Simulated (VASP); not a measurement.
# Sb (P6/mmm) in VASP: further runs

Sb is run at these levels: PBEsol; tasks: single point.

All numbers are computed with VASP 6.6.1; they aren't measurements. Logs are shortened: lines on timing, memory, paths and dates and some standing lists are left out, and cuts for length are marked.

## (1) The cell of the first run

The structure is hexagonal, space group P6/mmm (No. 191). The conventional cell has a = 5.346 Å, b = 5.346 Å, c = 3.191 Å, α = 90.00°, β = 90.00°, γ = 120.00°. Sb (site symmetry 6/mmm) has 14 Sb at 3.19 to 3.47 Å within 4.2 Å. Within 4.1 Å of Sb (site symmetry -6m2) lie 11 Sb at 3.09 to 3.47 Å.

## (2) Single point, PBEsol

The input, INCAR:

```
SYSTEM = Sb
ALGO = Normal
EDIFF = 1E-7
ENCUT = 520
GGA = PS
ISIF = 2
ISMEAR = -1
LASPH = .TRUE.
LCHARG = .FALSE.
LREAL = .FALSE.
LWAVE = .FALSE.
NBANDS = 14
NELM = 60
PREC = Accurate
SIGMA = 0.1
```

The input, KPOINTS:

```
k-points
0
G
  8 8 11
  0 0 0
```

The input, POSCAR:

```
Sb
1.0
    5.3457521682      0.0000000000      0.0000000000
   -2.6728760841      4.6295571800      0.0000000000
    0.0000000000      0.0000000000      3.1906315510
Sb
3
Direct
    1.0000000000      0.0000000000      0.0000000000
    0.3333333333      0.6666666667      0.5000000000
    0.6666666667      0.3333333333      0.5000000000
```

Potentials or basis: VASP PAW PBE potentials, release 64 (Sb).

The run is started by

```sh
> cat potpaw_PBE.64/Sb/POTCAR > POTCAR
> mpirun -np 1 vasp_std > vasp.out
```

OUTCAR:

```text
SYSTEM = Sb
   EDIFF = 1E-7
   ENCUT = 520
   GGA = PS
   ISIF = 2
   ISMEAR = -1
   LASPH = .TRUE.
   LREAL = .FALSE.
   NELM = 60
   PREC = Accurate

 ion  position               nearest neighbor table
   1  0.000  0.000  0.000-   2 3.47   3 3.47   2 3.47   3 3.47   3 3.47   3 3.47   2 3.47   2 3.47
                             3 3.47   3 3.47   2 3.47   2 3.47
   2  0.333  0.667  0.500-   3 3.09   3 3.09   3 3.09   1 3.47   1 3.47   1 3.47   1 3.47   1 3.47
                             1 3.47
   3  0.667  0.333  0.500-   2 3.09   2 3.09   2 3.09   1 3.47   1 3.47   1 3.47   1 3.47   1 3.47
                             1 3.47

  LATTYP: Found a hexagonal cell.
 ALAT       =     5.3457521682
 C/A-ratio  =     0.5968536233

  Lattice vectors:

 A1 = (   5.3457521682,   0.0000000000,   0.0000000000)
 A2 = (  -2.6728760841,   4.6295571800,   0.0000000000)
 A3 = (   0.0000000000,   0.0000000000,   3.1906315510)

Analysis of symmetry for initial positions (statically):
=====================================================================
 Subroutine PRICEL returns:
 Original cell was already a primitive cell.

 Routine SETGRP: Setting up the symmetry group for a
 hexagonal supercell.

 Subroutine GETGRP returns: Found 24 space group operations
 (whereof 24 operations were pure point group operations)
 out of a pool of 24 trial point group operations.

The static configuration has the point symmetry D_6h.

Analysis of symmetry for dynamics (positions and initial velocities):
=====================================================================
 Subroutine PRICEL returns:
 Original cell was already a primitive cell.

 Routine SETGRP: Setting up the symmetry group for a
 hexagonal supercell.

 Subroutine GETGRP returns: Found 24 space group operations
 (whereof 24 operations were pure point group operations)
 out of a pool of 24 trial point group operations.

The dynamic configuration has the point symmetry D_6h.

 Subroutine INISYM returns: Found 24 space group operations
 (whereof 24 operations are pure point group operations),
 and found     1 'primitive' translations

----------------------------------------------------------------------------------------

                                     Primitive cell

  volume of cell :      78.9632

  direct lattice vectors                    reciprocal lattice vectors
     5.345752168  0.000000000  0.000000000     0.187064415  0.108001690  0.000000000
    -2.672876084  4.629557180  0.000000000     0.000000000  0.216003380  0.000000000
     0.000000000  0.000000000  3.190631551     0.000000000  0.000000000  0.313417574

  length of vectors
     5.345752168  5.345752168  3.190631551     0.216003380  0.216003380  0.313417574

  position of ions in fractional coordinates (direct lattice)
     0.000000000  0.000000000  0.000000000
     0.333333333  0.666666667  0.500000000
     0.666666667  0.333333333  0.500000000

  ion indices of the primitive-cell ions
   primitive index   ion index
                 1           1
                 2           2
                 3           3

----------------------------------------------------------------------------------------

 KPOINTS: k-points

Automatic generation of k-mesh.
 Grid dimensions read from file:
 generate k-points for:    8    8   11

 Generating k-lattice:

  Cartesian coordinates                     Fractional coordinates (reciprocal lattice)
     0.023383052  0.013500211  0.000000000     0.125000000  0.000000000  0.000000000
     0.000000000  0.027000423  0.000000000     0.000000000  0.125000000  0.000000000
     0.000000000  0.000000000  0.028492507     0.000000000  0.000000000  0.090909091

  Length of vectors
     0.027000423  0.027000423  0.028492507

  Shift w.r.t. Gamma in fractional coordinates (k-lattice)
     0.000000000  0.000000000  0.000000000

 Subroutine IBZKPT returns following result:
 ===========================================

 Found     60 irreducible k-points:

 Following reciprocal coordinates:
            Coordinates               Weight
  0.000000  0.000000  0.000000      1.000000
  0.125000 -0.000000  0.000000      6.000000
  0.250000 -0.000000  0.000000      6.000000
  0.375000  0.000000  0.000000      6.000000
  0.500000 -0.000000  0.000000      3.000000
  0.125000  0.125000  0.000000      6.000000
[... 16 lines left out ...]
  0.250000 -0.000000  0.181818     12.000000
  0.375000  0.000000  0.181818     12.000000
 [... further k-points ...]
   k-points           NKPTS =     60   k-points in BZ     NKDIM =     60   number of bands    NBANDS=     14
   number of dos      NEDOS =    301   number of ions     NIONS =      3
   total plane-waves  NPLWV =  38400
   dimension x,y,z NGX =    40 NGY =   40 NGZ =   24
   dimension x,y,z NGXF=    80 NGYF=   80 NGZF=   48
   ions per type =               3
   NGX,Y,Z   is equivalent  to a cutoff of  12.44, 12.44, 12.51 a.u.
   NGXF,Y,Z  is equivalent  to a cutoff of  24.88, 24.88, 25.01 a.u.
 SYSTEM =  Sb
   PREC   = accura    normal or accurate (medium, high low for compatibility)
   ISTART =      0    job   : 0-new  1-cont  2-samecut
   ICHARG =      2    charge: 1-file 2-atom 10-const
   ISPIN  =      1    spin polarized calculation?
   LNONCOLLINEAR =      F non collinear calculations
   LSORBIT =      F    spin-orbit coupling
   LASPH  =      T    aspherical Exc in radial PAW
   ENCUT  =  520.0 eV  38.22 Ry    6.18 a.u.   9.94  9.94  5.93*2*pi/ulx,y,z
   NELM   =     60;   NELMIN=  2; NELMDL= -5     # of ELM steps
   EDIFF  = 0.1E-06   stopping-criterion for ELM
   LREAL  =      F    real-space projection
   EDIFFG = 0.1E-05   stopping-criterion for IOM
   NSW    =      0    number of steps for IOM
   IBRION =     -1    ionic relax: 0-MD 1-quasi-New 2-CG
   NFREE  =      0    steps in history (QN), initial steepest desc. (CG)
   ISIF   =      2    stress and relaxation
   ISYM   =      2    0-nonsym 1-usesym 2-fastsym
   POTIM  = 0.5000    time-step for ionic-motion
   TEBEG  =    0.0;   TEEND  =   0.0 temperature during run
   PSTRESS=    0.0 pullay stress
   NELECT =      15.0000    total number of electrons
   NUPDOWN=      -1.0000    fix difference up-down
   EMIN   =  10.00;   EMAX   =-10.00  energy-range for DOS
   EFERMI =   0.00;   METHOD = LEGACY
   ISMEAR =    -1;   SIGMA  =   0.10  broadening in eV -4-tet -1-fermi 0-gaus
   EFERMI_NEDOS =   21; number of points for ismear=-14 and -15
   IALGO  =     38    algorithm
   IMIX   =      4    mixing-type and parameters
     AMIX     =   0.40;   BMIX     =  1.00
     AMIX_MAG =   1.60;   BMIX_MAG =  1.00
  volume/ion in A,a.u.               =      26.32       177.62
  Fermi-wavevector in a.u.,A,eV,Ry     =   0.941088  1.778399 12.049956  0.885647
  Thomas-Fermi vector in A             =   2.068564
   LORBIT       =      0    0 simple, 1 ext, 2 COOP (PROOUT), +10 PAW based schemes
   GGA     = PS    functional components
   LHFCALC =     F    Hartree Fock is set to
   AEXX    =    0.0000 exact exchange contribution
   IVDW    =     0    specifies the selected vdW correction
   LEPSILON=     F    determine dielectric tensor
   LRPA    =     F    only Hartree local field effects (RPA)
 non-spin polarized calculation
  energy-cutoff  :      520.00
  volume of cell :       78.96
 maximum number of plane-waves:      2150
 NGX is ok and might be reduce to    40
   NGX = 19   NGY = 19   NGZ = 11

 number of electron      15.0000000 magnetization

 Free energy of the ion-electron system (eV)
  ---------------------------------------------------
  ext. energy  EPLUGINS =         0.00000000
  ---------------------------------------------------
  free energy    TOTEN  =       -13.13643319 eV

  energy without entropy =      -13.08131223  energy(sigma->0) =      -13.10887271

 E-fermi :   8.5542     XC(G=0): -10.4214

 val. band max:        8.5208395915   @ k =   0.5000  -0.0000   0.2727
 cond. band min:       8.5890908013   @ k =   0.3750   0.0000   0.1818
 fundamental gap:      0.0682512098
 Fermi energy:         8.5542457322

 k-point     1 :       0.0000    0.0000    0.0000
  band No.  band energies     occupation
      1      -4.4768      2.00000
      2       0.3558      2.00000
      3       0.5532      2.00000
      4       4.5052      2.00000
      5       4.5052      2.00000
      6       4.7845      2.00000
      7       4.7845      2.00000
      8      10.2795      0.00000
      9      14.1793      0.00000
     10      14.1793      0.00000
     11      14.1970      0.00000
     12      14.5678      0.00000
     13      14.5955      0.00000
     14      19.1174      0.00000

 k-point     2 :       0.1250   -0.0000    0.0000
  band No.  band energies     occupation
      1      -4.3672      2.00000
      2       0.0784      2.00000
      3       0.2764      2.00000
      4       3.8270      2.00000
      5       4.2900      2.00000
      6       5.6740      2.00000
      7       5.9752      2.00000
      8      10.3942      0.00000
      9      13.2694      0.00000
     10      13.8380      0.00000
     11      14.3014      0.00000
     12      14.3483      0.00000
     13      14.4262      0.00000
     14      18.4391      0.00000

 k-point     3 :       0.2500   -0.0000    0.0000
  band No.  band energies     occupation
      1      -4.0396      2.00000
      2      -0.8004      2.00000
      3      -0.0764      2.00000
      4       3.2478      2.00000
      5       4.9477      2.00000
      6       6.8818      2.00000
      7       7.7787      1.99914
      8      10.7333      0.00000
      9      11.4676      0.00000
     10      12.8185      0.00000
     11      13.6959      0.00000
     12      14.1335      0.00000
     13      14.5812      0.00000
     14      17.2733      0.00000
[... 324 lines left out ...]
 k-point    23 :       0.2500   -0.0000    0.1818
  band No.  band energies     occupation
      1      -3.5612      2.00000
      2      -0.3661      2.00000
      3       0.3300      2.00000
      4       3.7309      2.00000
      5       5.2847      2.00000
      6       7.2862      1.99999
      7       7.3171      1.99999
      8       8.4199      1.58610
      9      10.1891      0.00000
     10      10.9932      0.00000
     11      12.0667      0.00000
     12      12.4594      0.00000
     13      15.5966      0.00000
     14      16.4147      0.00000

 k-point    24 :       0.3750    0.0000    0.1818
  band No.  band energies     occupation
      1      -3.0236      2.00000
      2      -1.3652      2.00000
      3       0.0984      2.00000
      4       3.3852      2.00000
      5       6.3290      2.00000
      6       8.0585      1.98603
      7       8.5891      0.82752
      8       8.8103      0.14341
      9      10.2700      0.00000
     10      10.6364      0.00000
     11      10.8871      0.00000
     12      11.4226      0.00000
     13      14.8583      0.00000
     14      16.4607      0.00000

 [... further k-points ...]
[... 5 lines left out ...]
  --------------------------------------------------------------------------------------
  -------------------------------------------------------------------------------------
  Total        0.2822149      0.2822149     -0.8211390     -0.0000000      0.0000000      0.0000000
  in kB        5.7261877      5.7261877    -16.6610480     -0.0000000      0.0000000      0.0000000
  external PRESSURE =      -1.7362242 kB  Pullay stress =       0.0000000 kB

 VOLUME and BASIS-vectors are now :
 -----------------------------------------------------------------------------
  energy-cutoff  :      520.00
  volume of cell :       78.96
      direct lattice vectors                 reciprocal lattice vectors
     5.345752168  0.000000000  0.000000000     0.187064415  0.108001690  0.000000000
    -2.672876084  4.629557180  0.000000000     0.000000000  0.216003380  0.000000000
     0.000000000  0.000000000  3.190631551     0.000000000  0.000000000  0.313417574

 POSITION                                       TOTAL-FORCE (eV/Angst)
 -----------------------------------------------------------------------------------
      0.00000      0.00000      0.00000        -0.000000      0.000000      0.000000
     -0.00000      3.08637      1.59532         0.000000     -0.000000     -0.000000
      2.67288      1.54319      1.59532        -0.000000      0.000000      0.000000
 -----------------------------------------------------------------------------------
    total drift:                                0.000000     -0.000000      0.000000

  FREE ENERGIE OF THE ION-ELECTRON SYSTEM (eV)
  ---------------------------------------------------
  free  energy   TOTEN  =       -13.1364331945 eV

  energy  without entropy=      -13.0813122346  energy(sigma->0) =      -13.10887271
```

Run time: 60 s. Hardware: 1 thread of Intel Xeon 8259CL, shared host; peak memory 0.21 GiB.

Results:

| Item | Value |
| --- | --- |
| Free energy | -13.1364 eV |
| Pressure | -0.2 GPa |

Stress tensor (GPa, compression positive):
```
 0.57  0.00  0.00
 0.00  0.57  0.00
 0.00  0.00 -1.67
```

Caveat: the PAW data sets were made with another functional, which shifts forces and pressure a little; spin-orbit coupling is left out, which moves the levels of the heavy elements.

## (3) Single point, PBEsol (volume scaled by 1.04)

The input, INCAR:

```
SYSTEM = Sb
  ALGO = Normal
  EDIFF = 1E-6
  ENCUT = 520
  GGA = PS
  ISIF = 2
  ISMEAR = -1
  LASPH = .True.
  LCHARG = .False.
  LREAL = .False.
  LWAVE = .False.
  NBANDS = 14
  NELM = 60
  PREC = Accurate
  SIGMA = 0.1
```

The input, KPOINTS:

```
k-points
0
Gamma
  8 8 11
  0 0 0
```

The input, POSCAR:

```
Sb
1.0
    5.4160990797      0.0000000000      0.0000000000
   -2.7080495398      4.6904793925      0.0000000000
    0.0000000000      0.0000000000      3.2326183600
Sb
3
Direct
    1.0000000000      0.0000000000      0.0000000000
    0.3333333333      0.6666666667      0.5000000000
    0.6666666667      0.3333333333      0.5000000000
```

Potentials or basis: VASP PAW PBE potentials, release 64 (Sb).

The run is started by

```sh
> cat potpaw_PBE.64/Sb/POTCAR > POTCAR
> mpirun -np 1 vasp_std > vasp.out
```

It took 55 s on 1 thread of Intel Xeon 8259CL, shared host; peak memory 0.21 GiB.

Results (log left out):

```yaml
Free_energy: -13.1083 eV
Pressure: -2.6 GPa
```

Stress tensor (GPa, compression positive):
```
-1.97  0.00  0.00
 0.00 -1.97  0.00
 0.00  0.00 -3.86
```

Levels at points of the mesh, in eV from the Fermi level:
| k point | band 5 | band 6 | band 7 | band 8 | band 9 | band 10 |
| --- | --- | --- | --- | --- | --- | --- |
| (0.00, 0.00, 0.00) | -3.87 | -3.59 | -3.59 | 1.67 | 5.32 | 5.32 |
| (0.50, 0.00, 0.00) | -0.98 | -0.74 | 1.04 | 1.40 | 2.13 | 3.29 |

Caveat: the PAW data sets were made with another functional, which shifts forces and pressure a little; spin-orbit coupling is left out, which moves the levels of the heavy elements.

## (4) Single point, PBEsol (volume scaled by 1.08)

The input, INCAR:

```
SYSTEM = Sb
ALGO = Normal ; EDIFF = 1E-6
ENCUT = 520 ; GGA = PS
ISIF = 2 ; ISMEAR = -1
LASPH = .TRUE. ; LCHARG = .FALSE.
LREAL = .FALSE. ; LWAVE = .FALSE.
NBANDS = 14 ; NELM = 60
PREC = Accurate ; SIGMA = 0.1
```

The input, KPOINTS:

```
k-points
0
G
  8 8 11
  0 0 0
```

The input, POSCAR:

```
Sb
1.0
    5.4846645747      0.0000000000      0.0000000000
   -2.7423322873      4.7498588530      0.0000000000
    0.0000000000      0.0000000000      3.2735419241
Sb
3
Direct
    1.0000000000      0.0000000000      0.0000000000
    0.3333333333      0.6666666667      0.5000000000
    0.6666666667      0.3333333333      0.5000000000
```

The run is started by

```sh
> cat potpaw_PBE.64/Sb/POTCAR > POTCAR
> mpirun -np 1 vasp_std > vasp.out
```

It took 63 s on 1 thread of Intel Xeon 8259CL, shared host; peak memory 0.22 GiB.

It converged, with:

```yaml
Free_energy: -13.0373 eV
Pressure: -4.5 GPa
```

Stress tensor (GPa, compression positive):
```
-4.00  0.00  0.00
 0.00 -4.00  0.00
 0.00  0.00 -5.58
```

Levels at points of the mesh, in eV from the Fermi level:
```csv
k point,band 3,band 4,band 5,band 6,band 7,band 8,band 9,band 10,band 11,band 12
"(0.00, 0.00, 0.00)",-7.98,-3.70,-3.70,-3.43,-3.43,1.61,5.04,5.04,5.39,5.41
"(0.50, 0.00, 0.00)",-8.82,-5.31,-1.01,-0.78,1.01,1.39,2.04,3.16,3.18,4.76
```

Caveat: the PAW data sets were made with another functional, which shifts forces and pressure a little; spin-orbit coupling is left out, which moves the levels of the heavy elements.

## (5) Overview

| cell | gap on the mesh (eV) | pressure (GPa) |
| --- | --- | --- |
| a = 5.346, b = 5.346, c = 3.191 Å, angles 90.0, 90.0, 120.0°, 3 atoms | none | -0.2 |
| a = 5.416, b = 5.416, c = 3.233 Å, angles 90.0, 90.0, 120.0°, 3 atoms | none | -2.6 |
| a = 5.485, b = 5.485, c = 3.274 Å, angles 90.0, 90.0, 120.0°, 3 atoms | none | -4.5 |

Alike in all rows: task single point; level PBEsol; potentials or basis VASP PAW PBE potentials, release 64 (Sb); no spin polarisation; k mesh 8 × 8 × 11; cutoff (eV) 520; smearing fermi-dirac 0.1 eV.

Caveats: the PAW data sets were made with another functional, which shifts forces and pressure a little; spin-orbit coupling is left out, which moves the levels of the heavy elements.

Total energies depend on the potentials used, so only differences within one code and one set of settings carry meaning.
